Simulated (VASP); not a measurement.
# Sn: single point with BLYP

Sn:

```
CELL_PARAMETERS angstrom
3.49338 0.00000 0.00000
-1.74669 3.02535 0.00000
0.00000 0.00000 5.80219
ATOMIC_POSITIONS crystal
Sn 0.33333 0.66667 0.25000
Sn 0.66667 0.33333 0.75000
```

- Program: VASP 6.6.1
- Task: single point
- Functional: BLYP
- Potentials or basis: VASP PAW PBE potentials, release 64 (Sn_d)
- Cutoff: 520 eV
- k mesh: 17 × 17 × 9
- Occupations: fermi-dirac, width 0.1 eV
- Spin: no spin polarisation

```json
{"Pressure": "0.0 GPa", "Band gap on the k mesh": "zero (band 14 reaches 12.31 eV, above the bottom of band 15 at 5.39 eV)"}
```

Stress tensor (GPa, compression positive):
```
 0.03  0.00  0.00
 0.00  0.03  0.00
 0.00  0.00 -0.09
```

Levels at points of the mesh, in eV from the Fermi level:
```csv
k point,band 12,band 13,band 14,band 15,band 16,band 17
"(0.00, 0.00, 0.00)",-6.87,-3.92,5.08,5.08,6.38,6.54
```

It took 5.8 min on 1 thread of AMD EPYC 7R13 Processor (Zen 3) (shared host), peak memory 0.26 GiB.

Caveat: the PAW data sets were made with another functional, which shifts forces and pressure a little; spin-orbit coupling is left out, which moves the levels of the heavy elements.
